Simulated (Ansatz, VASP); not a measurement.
InP: VASP beside Ansatz

```
In P
1.0
     8.33479    0.00000    0.00000
     0.00000    5.89359    0.00000
     0.00000    0.00000   22.67590
In P
6 6
Direct
  0.25000 0.50000 0.35280
  0.75000 0.50000 0.35280
  0.50084 0.05637 0.45465
  0.00102 0.05505 0.45441
  0.75186 0.48958 0.51636
  0.25074 0.48856 0.51684
  0.50000 0.25000 0.35280
  0.00000 0.25000 0.35280
  0.75070 0.80373 0.43812
  0.25107 0.80303 0.43841
  0.00062 0.28151 0.55138
  0.50209 0.28464 0.55152
```

Alike in both runs: task single point; functional PBE; dispersion D3(BJ); k mesh 2 × 3 × 1; occupations gaussian, width 0.05 eV; no spin polarisation.

|  | VASP | Ansatz |
| --- | --- | --- |
| version | VASP 6.6.1 | Ansatz 0.2.0 |
| potentials or method | VASP PAW PBE potentials, release 64 (In_d, P), cutoff 400 eV | scalar-relativistic, plane waves, PAW |
| valence electrons in the cell | 108 | 108 |

```tsv
	VASP	Ansatz	Ansatz less VASP
gap on the k mesh at the Fermi level (eV)	0.67	0.69	+0.014
least direct gap on the mesh (eV)	0.68	0.69	+0.010
rms of the force components (eV/Å)	0.341	0.339	-0.0026
```
